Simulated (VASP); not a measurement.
# WS2 (P6_3/mmc) in VASP: single point with PBE

Aim: the single point of WS2 with PBE.

Program: VASP 6.6.1. These are calculated values, not measurements. Logs are shortened: lines on timing, memory, paths and dates and some standing lists are left out, and cuts for length are marked.

## 1. The cell of the first run

Symmetry: P6_3/mmc, No. 194, hexagonal system. The conventional cell has a = 3.180 Å, b = 3.180 Å, c = 12.500 Å, α = 90.00°, β = 90.00°, γ = 120.00°. Within 3.2 Å of W (site symmetry -6m2) lie 6 S at 2.41 Å and 6 W at 3.18 Å. Within 3.2 Å of S (site symmetry 3m) lie 3 W at 2.41 Å and 7 S at 3.14 to 3.18 Å.

## 2. Single point, PBE, collinear spin

Contents of INCAR:

```
ALGO     = Normal         # electronic algorithm
EDIFF    = 1E-6           # SCF threshold, eV
ENCUT    = 520            # plane-wave cutoff, eV
GGA      = PE             # functional
ISIF     = 2              # what is computed and relaxed
ISMEAR   = -1             # smearing method
ISPIN    = 2              # spin polarisation
LASPH    = T              # aspherical terms in the spheres
LCHARG   = T              # write CHGCAR
LELF     = T              # ELF
LMAXMIX  = 4              # l up to which the mixer works
LORBIT   = 11             # projections on sites
LREAL    = F              # projectors in reciprocal space
LVHAR    = T            
LWAVE    = F              # write WAVECAR
MAGMOM   = 2 2 0 0 0 0    # initial moments
NBANDS   = 39             # bands
NELM     = 150            # most SCF steps
PREC     = Accurate       # precision mode
SIGMA    = 0.01           # smearing width, eV
```

Contents of KPOINTS:

```
k-points
0
Gamma
  12 12 3
```

Contents of POSCAR:

```
WS2
1.0
    3.1800000000      0.0000000000      0.0000000000
   -1.5900000000      2.7539607840      0.0000000000
    0.0000000000      0.0000000000     12.5000000000
W S
2 4
Direct
    0.3333333333      0.6666666667      0.2500000000
    0.6666666667      0.3333333333      0.7500000000
    0.3333333333      0.6666666667      0.6244922147
    0.6666666667      0.3333333333      0.1244922147
    0.3333333333      0.6666666667      0.8755077853
    0.6666666667      0.3333333333      0.3755077853
```

Potentials or basis: VASP PAW PBE potentials, release 64 (W_sv, S).

Command:

```console
cat potpaw_PBE.64/W_sv/POTCAR potpaw_PBE.64/S/POTCAR > POTCAR
mpirun -np 1 vasp_std > vasp.out
```

OUTCAR:

```text
EDIFF = 1E-6
   ENCUT = 520
   GGA = PE
   ISIF = 2
   ISMEAR = -1
   ISPIN = 2
   LASPH = T
   LORBIT = 11
   LREAL = F
   NELM = 150
   PREC = Accurate

 ion  position               nearest neighbor table
   1  0.333  0.667  0.250-   4 2.41   6 2.41   4 2.41   6 2.41   4 2.41   6 2.41
   2  0.667  0.333  0.750-   3 2.41   5 2.41   3 2.41   5 2.41   3 2.41   5 2.41
   3  0.333  0.667  0.624-   2 2.41   2 2.41   2 2.41
   4  0.667  0.333  0.124-   1 2.41   1 2.41   1 2.41
   5  0.333  0.667  0.876-   2 2.41   2 2.41   2 2.41
   6  0.667  0.333  0.376-   1 2.41   1 2.41   1 2.41

  LATTYP: Found a hexagonal cell.
 ALAT       =     3.1800000000
 C/A-ratio  =     3.9308176101

  Lattice vectors:

 A1 = (   3.1800000000,   0.0000000000,   0.0000000000)
 A2 = (  -1.5900000000,   2.7539607840,   0.0000000000)
 A3 = (   0.0000000000,   0.0000000000,  12.5000000000)

Analysis of symmetry for initial positions (statically):
=====================================================================
 Subroutine PRICEL returns:
 Original cell was already a primitive cell.

 Routine SETGRP: Setting up the symmetry group for a
 hexagonal supercell.

 Subroutine GETGRP returns: Found 24 space group operations
 (whereof 12 operations were pure point group operations)
 out of a pool of 24 trial point group operations.

The static configuration has the point symmetry D_3d.
 The point group associated with its full space group is D_6h.

Analysis of symmetry for dynamics (positions and initial velocities):
=====================================================================
 Subroutine PRICEL returns:
 Original cell was already a primitive cell.

 Routine SETGRP: Setting up the symmetry group for a
 hexagonal supercell.

 Subroutine GETGRP returns: Found 24 space group operations
 (whereof 12 operations were pure point group operations)
 out of a pool of 24 trial point group operations.

The dynamic configuration has the point symmetry D_3d.
 The point group associated with its full space group is D_6h.

Analysis of structural, dynamic, and magnetic symmetry:
=====================================================================
 Subroutine PRICEL returns:
 Original cell was already a primitive cell.

 Routine SETGRP: Setting up the symmetry group for a
 hexagonal supercell.

 Subroutine GETGRP returns: Found 24 space group operations
 (whereof 12 operations were pure point group operations)
 out of a pool of 24 trial point group operations.

The overall configuration has the point symmetry D_3d.
 The point group associated with its full space group is D_6h.

 Subroutine INISYM returns: Found 24 space group operations
 (whereof 12 operations are pure point group operations),
 and found     1 'primitive' translations

----------------------------------------------------------------------------------------

                                     Primitive cell

  volume of cell :     109.4699

  direct lattice vectors                    reciprocal lattice vectors
     3.180000000  0.000000000  0.000000000     0.314465409  0.181556688  0.000000000
    -1.590000000  2.753960784  0.000000000     0.000000000  0.363113377  0.000000000
     0.000000000  0.000000000 12.500000000     0.000000000  0.000000000  0.080000000

  length of vectors
     3.180000000  3.180000000 12.500000000     0.363113377  0.363113377  0.080000000

  position of ions in fractional coordinates (direct lattice)
     0.333333333  0.666666667  0.250000000
     0.666666667  0.333333333  0.750000000
     0.333333333  0.666666667  0.624492215
     0.666666667  0.333333333  0.124492215
     0.333333333  0.666666667  0.875507785
     0.666666667  0.333333333  0.375507785

  ion indices of the primitive-cell ions
   primitive index   ion index
                 1           1
                 2           2
                 3           3
                 4           4
                 5           5
                 6           6

----------------------------------------------------------------------------------------

 KPOINTS: k-points

Automatic generation of k-mesh.
 Grid dimensions read from file:
 generate k-points for:   12   12    3

 Generating k-lattice:

  Cartesian coordinates                     Fractional coordinates (reciprocal lattice)
     0.026205451  0.015129724  0.000000000     0.083333333  0.000000000  0.000000000
     0.000000000  0.030259448  0.000000000     0.000000000  0.083333333  0.000000000
     0.000000000  0.000000000  0.026666667     0.000000000  0.000000000  0.333333333

  Length of vectors
     0.030259448  0.030259448  0.026666667

  Shift w.r.t. Gamma in fractional coordinates (k-lattice)
     0.000000000  0.000000000  0.000000000

 Subroutine IBZKPT returns following result:
 ===========================================

 Found     38 irreducible k-points:

 Following reciprocal coordinates:
            Coordinates               Weight
  0.000000  0.000000  0.000000      1.000000
  0.083333 -0.000000  0.000000      6.000000
  0.166667 -0.000000  0.000000      6.000000
  0.250000 -0.000000  0.000000      6.000000
  0.333333 -0.000000  0.000000      6.000000
  0.416667 -0.000000  0.000000      6.000000
[... 16 lines left out ...]
  0.250000 -0.000000  0.333333     12.000000
  0.333333 -0.000000  0.333333     12.000000
 [... further k-points ...]
   k-points           NKPTS =     38   k-points in BZ     NKDIM =     38   number of bands    NBANDS=     39
   number of dos      NEDOS =    301   number of ions     NIONS =      6
   total plane-waves  NPLWV =  55296
   dimension x,y,z NGX =    24 NGY =   24 NGZ =   96
   dimension x,y,z NGXF=    48 NGYF=   48 NGZF=  192
   ions per type =               2   4
   NGX,Y,Z   is equivalent  to a cutoff of  12.55, 12.55, 12.77 a.u.
   NGXF,Y,Z  is equivalent  to a cutoff of  25.09, 25.09, 25.54 a.u.
 SYSTEM =  unknown system
   PREC   = accura    normal or accurate (medium, high low for compatibility)
   ISTART =      0    job   : 0-new  1-cont  2-samecut
   ICHARG =      2    charge: 1-file 2-atom 10-const
   ISPIN  =      2    spin polarized calculation?
   LNONCOLLINEAR =      F non collinear calculations
   LSORBIT =      F    spin-orbit coupling
   LASPH  =      T    aspherical Exc in radial PAW
   ENCUT  =  520.0 eV  38.22 Ry    6.18 a.u.   5.91  5.91 23.24*2*pi/ulx,y,z
   NELM   =    150;   NELMIN=  2; NELMDL= -5     # of ELM steps
   EDIFF  = 0.1E-05   stopping-criterion for ELM
   LREAL  =      F    real-space projection
   EDIFFG = 0.1E-04   stopping-criterion for IOM
   NSW    =      0    number of steps for IOM
   IBRION =     -1    ionic relax: 0-MD 1-quasi-New 2-CG
   NFREE  =      0    steps in history (QN), initial steepest desc. (CG)
   ISIF   =      2    stress and relaxation
   ISYM   =      2    0-nonsym 1-usesym 2-fastsym
   POTIM  = 0.5000    time-step for ionic-motion
   TEBEG  =    0.0;   TEEND  =   0.0 temperature during run
   PSTRESS=    0.0 pullay stress
   NELECT =      52.0000    total number of electrons
   NUPDOWN=      -1.0000    fix difference up-down
   EMIN   =  10.00;   EMAX   =-10.00  energy-range for DOS
   EFERMI =   0.00;   METHOD = LEGACY
   ISMEAR =    -1;   SIGMA  =   0.01  broadening in eV -4-tet -1-fermi 0-gaus
   EFERMI_NEDOS =   21; number of points for ismear=-14 and -15
   IALGO  =     38    algorithm
   IMIX   =      4    mixing-type and parameters
     AMIX     =   0.40;   BMIX     =  1.00
     AMIX_MAG =   1.60;   BMIX_MAG =  1.00
  volume/ion in A,a.u.               =      18.24       123.12
  Fermi-wavevector in a.u.,A,eV,Ry     =   1.277353  2.413847 22.199688  1.631631
  Thomas-Fermi vector in A             =   2.409958
   LORBIT       =     11    0 simple, 1 ext, 2 COOP (PROOUT), +10 PAW based schemes
   GGA     = PE    functional components
   LHFCALC =     F    Hartree Fock is set to
   AEXX    =    0.0000 exact exchange contribution
   IVDW    =     0    specifies the selected vdW correction
   LEPSILON=     F    determine dielectric tensor
   LRPA    =     F    only Hartree local field effects (RPA)
 spin polarized calculation
  energy-cutoff  :      520.00
  volume of cell :      109.47
 maximum number of plane-waves:      2976
 NGX is ok and might be reduce to    24
   NGX = 11   NGY = 11   NGZ = 47

 number of electron      52.0000006 magnetization       0.0012490

 Free energy of the ion-electron system (eV)
  ---------------------------------------------------
  ext. energy  EPLUGINS =         0.00000000
  ---------------------------------------------------
  free energy    TOTEN  =       -47.28272888 eV

  energy without entropy =      -47.28272888  energy(sigma->0) =      -47.28272888

 E-fermi :   7.4019     XC(G=0): -10.7817

 val. band max:        7.1030117749   @ k =   0.0000   0.0000   0.0000
 cond. band min:       8.1587972650   @ k =   0.1667   0.1667   0.0000
 fundamental gap:      1.0557854901
 Fermi energy:         7.4019223156

 spin component 1

 k-point     1 :       0.0000    0.0000    0.0000
  band No.  band energies     occupation
      1     -67.5208      1.00000
      2     -67.5208      1.00000
      3     -31.7573      1.00000
      4     -31.7573      1.00000
      5     -31.6065      1.00000
      6     -31.6065      1.00000
[... 30 lines left out ...]
     37      14.9373      0.00000
     38      15.3929      0.00000

 k-point     2 :       0.0833   -0.0000    0.0000
  band No.  band energies     occupation
      1     -67.5196      1.00000
      2     -67.5196      1.00000
      3     -31.7532      1.00000
      4     -31.7532      1.00000
      5     -31.6294      1.00000
      6     -31.6294      1.00000
[... 894 lines left out ...]
 k-point    24 :       0.3333   -0.0000    0.3333
  band No.  band energies     occupation
      1     -67.5081      1.00000
      2     -67.5081      1.00000
      3     -31.8581      1.00000
      4     -31.8581      1.00000
      5     -31.7111      1.00000
      6     -31.7111      1.00000
[... 30 lines left out ...]
     37      14.6531      0.00000
     38      14.6841      0.00000

 [... further k-points ...]

 spin component 2

 k-point     1 :       0.0000    0.0000    0.0000
  band No.  band energies     occupation
      1     -67.5207      1.00000
      2     -67.5207      1.00000
      3     -31.7573      1.00000
      4     -31.7572      1.00000
      5     -31.6065      1.00000
      6     -31.6065      1.00000
[... 30 lines left out ...]
     37      14.9376      0.00000
     38      15.3932      0.00000

 k-point     2 :       0.0833   -0.0000    0.0000
  band No.  band energies     occupation
      1     -67.5196      1.00000
      2     -67.5196      1.00000
      3     -31.7531      1.00000
      4     -31.7531      1.00000
      5     -31.6294      1.00000
      6     -31.6294      1.00000
[... 894 lines left out ...]
 k-point    24 :       0.3333   -0.0000    0.3333
  band No.  band energies     occupation
      1     -67.5081      1.00000
      2     -67.5081      1.00000
      3     -31.8581      1.00000
      4     -31.8581      1.00000
      5     -31.7110      1.00000
      6     -31.7110      1.00000
[... 30 lines left out ...]
     37      14.6534      0.00000
     38      14.6843      0.00000

 [... further k-points ...]

 [bands above 38 left out]

------------------------ aborting loop because EDIFF is reached ----------------------------------------

  FORCE on cell =-STRESS in cart. coord.  units (eV):
  Direction    XX          YY          ZZ          XY          YZ          ZX
  --------------------------------------------------------------------------------------
  -------------------------------------------------------------------------------------
  Total        0.8245721      0.8245721      1.6021459      0.0000000     -0.0000000      0.0000000
  in kB       12.0682506     12.0682506     23.4486451      0.0000000     -0.0000000      0.0000000
  external PRESSURE =      15.8617154 kB  Pullay stress =       0.0000000 kB

 VOLUME and BASIS-vectors are now :
 -----------------------------------------------------------------------------
  energy-cutoff  :      520.00
  volume of cell :      109.47
      direct lattice vectors                 reciprocal lattice vectors
     3.180000000  0.000000000  0.000000000     0.314465409  0.181556688  0.000000000
    -1.590000000  2.753960784  0.000000000     0.000000000  0.363113377  0.000000000
     0.000000000  0.000000000 12.500000000     0.000000000  0.000000000  0.080000000

 POSITION                                       TOTAL-FORCE (eV/Angst)
 -----------------------------------------------------------------------------------
     -0.00000      1.83597      3.12500        -0.000000     -0.000000     -0.000000
      1.59000      0.91799      9.37500         0.000000      0.000000     -0.000000
     -0.00000      1.83597      7.80615        -0.000000     -0.000000     -0.003162
      1.59000      0.91799      1.55615         0.000000      0.000000     -0.003162
     -0.00000      1.83597     10.94385        -0.000000      0.000000      0.003162
      1.59000      0.91799      4.69385         0.000000      0.000000      0.003162
 -----------------------------------------------------------------------------------
    total drift:                               -0.000000      0.000000     -0.000000

  FREE ENERGIE OF THE ION-ELECTRON SYSTEM (eV)
  ---------------------------------------------------
  free  energy   TOTEN  =       -47.2827288775 eV

  energy  without entropy=      -47.2827288775  energy(sigma->0) =      -47.28272888

 total charge

# of ion       s       p       d       tot
------------------------------------------
    1        2.319   6.323   3.367  12.010
    2        2.319   6.323   3.367  12.010
    3        1.359   2.362   0.000   3.721
    4        1.359   2.362   0.000   3.721
    5        1.359   2.362   0.000   3.721
    6        1.359   2.362   0.000   3.721
--------------------------------------------------
tot         10.075  22.093   6.735  38.903

 magnetization (x)

# of ion       s       p       d       tot
------------------------------------------
    1        0.000   0.000  -0.000  -0.000
    2        0.000   0.000  -0.000  -0.000
    3       -0.000  -0.000   0.000  -0.000
    4       -0.000  -0.000   0.000  -0.000
    5       -0.000  -0.000   0.000  -0.000
    6       -0.000  -0.000   0.000  -0.000
--------------------------------------------------
tot         -0.000  -0.000  -0.000  -0.000
```

Run time: 5.8 min. Hardware: 1 thread of Intel Xeon Platinum 8259CL at 2.50GHz (Skylake/Cascade Lake), shared host; peak memory 0.41 GiB.

Results:

```yaml
Free_energy: -47.2827 eV
Pressure: 1.6 GPa
Largest_force: 0.003 eV/Å
Band_gap_on_the_k_mesh: 1.06 eV (least direct gap 1.76 eV)
Net_moment: 0.00 μB per cell
Valence_electrons_inside_the_program's_atomic_spheres: W 12.01; S 3.72
```

Forces in eV/Å, atoms in the order of the input:
```
W    0.000  0.000  0.000
W    0.000  0.000  0.000
S    0.000  0.000 -0.003
S    0.000  0.000 -0.003
S    0.000  0.000  0.003
S    0.000  0.000  0.003
```

Stress tensor (GPa, compression positive):
```
1.21 0.00 0.00
0.00 1.21 0.00
0.00 0.00 2.34
```

Caveat: spin-orbit coupling is left out, which moves the levels of the heavy elements; an odd mesh through Γ misses points on the zone boundary, where band edges can lie; this functional lacks dispersion, which binds the layers, so the pressure and a relaxed spacing across them are unreliable.
